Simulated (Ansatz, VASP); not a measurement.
**One calculation of CaO, two programs**

File POSCAR:

```
CaO
1.0
    0.0000000000      2.3975473901      2.3975473901
    2.3975473901      0.0000000000      2.3975473901
    2.3975473901      2.3975473901      0.0000000000
Ca O
1 1
Direct
    0.0000000000      0.0000000000      0.0000000000
    0.5000000000      0.5000000000      0.5000000000
```

The input INCAR.step1:

```
  PREC = Accurate
  ENCUT = 520
  ISMEAR = 0
  SIGMA = 0.01
  LREAL = False
  LASPH = True
  NELM = 60
  NBANDS = 15
  GGA = PE
  ALGO = Normal
  EDIFF = 1E-4
  LWAVE = True
  LCHARG = False
```

File INCAR.step2:

```
  PREC = Accurate
  ENCUT = 520
  EDIFF = 1E-6
  ISMEAR = 0
  SIGMA = 0.01
  LREAL = False
  LASPH = True
  NELM = 60
  ALGO = Normal
  ISIF = 2
  LWAVE = False
  LCHARG = False
  METAGGA = R2SCAN
  LMIXTAU = True
  NBANDS = 15
  ISTART = 1
```

Contents of KPOINTS:

```
Automatic mesh
0
Gamma
  3 3 3
```

Input for Ansatz:

```yaml
crystal:
  lattice:
    - [0.0, 2.3975473901, 2.3975473901]
    - [2.3975473901, 0.0, 2.3975473901]
    - [2.3975473901, 2.3975473901, 0.0]
  atoms:
    - { symbol: Ca, position: [0.0, 0.0, 0.0] }
    - { symbol: O, position: [0.5, 0.5, 0.5] }
kpoints:
  mp_grid: { grid: [3, 3, 3] }
hamiltonian:
  xc: r2scan
scf:
  occupations: { method: fixed }
  n_extra_bands: 4
output:
  forces: true
  stress: true
  eigenvalues: true
```

Alike in both runs: task single point; functional r2SCAN; k mesh 3 × 3 × 3; no spin polarisation.

```csv
,VASP,Ansatz
version,VASP 6.6.1,Ansatz 0.2.0
potentials or method,"VASP PAW PBE potentials, release 64 (Ca_sv, O)",plane waves
plane-wave cutoff (eV),520,500
occupations,"gaussian, width 0.01 eV",fixed
valence electrons in the cell,16,16
```

|  | VASP | Ansatz | Ansatz less VASP |
| --- | --- | --- | --- |
| gap on the k mesh at the Fermi level (eV) | 4.67 | 4.68 | +0.010 |
| pressure (GPa) | 1.3 | 0.2 | -1.07 |

VASP's potentials were made for PBE, not for r2SCAN.

The k mesh is coarse, so the values compare programs but aren't converged.
